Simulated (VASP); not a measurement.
Input of a VASP 6.6.1 run:

INCAR

```
SYSTEM = Ni
ALGO     = Normal         ! electronic algorithm
EDIFF    = 1E-6           ! SCF threshold, eV
ENCUT    = 600            ! plane-wave cutoff, eV
GGA_COMPAT= .FALSE.      
ISIF     = 2              ! what is computed and relaxed
ISMEAR   = 1              ! smearing method
LASPH    = .TRUE.         ! aspherical terms in the spheres
LCHARG   = .FALSE.        ! write CHGCAR
LREAL    = .FALSE.        ! projectors in reciprocal space
LWAVE    = .FALSE.        ! write WAVECAR
NBANDS   = 11             ! bands
NELM     = 120            ! most SCF steps
PREC     = Accurate       ! precision mode
SIGMA    = 0.6            ! smearing width, eV
```

The input KPOINTS:

```
k-points
0
G
  16 16 16
  0 0 0
```

Contents of POSCAR:

```
Ni
1.0
    0.0000000000      1.7104399105      1.7104399105
    1.7104399105      0.0000000000      1.7104399105
    1.7104399105      1.7104399105      0.0000000000
Ni
1
Direct
    0.0000000000      0.0000000000      0.0000000000
```

Potentials or basis: VASP PAW LDA potentials, release 64 (Ni).

The run is started by

```bash
$ cat potpaw_LDA.64/Ni/POTCAR > POTCAR
$ mpirun -np 1 vasp_std > vasp.out
```

Problem. Estimate the band gap on the k mesh.

Solution. Zero (band 5 reaches 10.32 eV, above the bottom of band 6 at 9.23 eV).

Problem. Predict the pressure.

Solution. -0.5 GPa.

Caveat: the run has no spin polarisation, though such a crystal can be magnetic. Spin polarisation is off, so any magnetic state and its effect on volume and gap are missing.
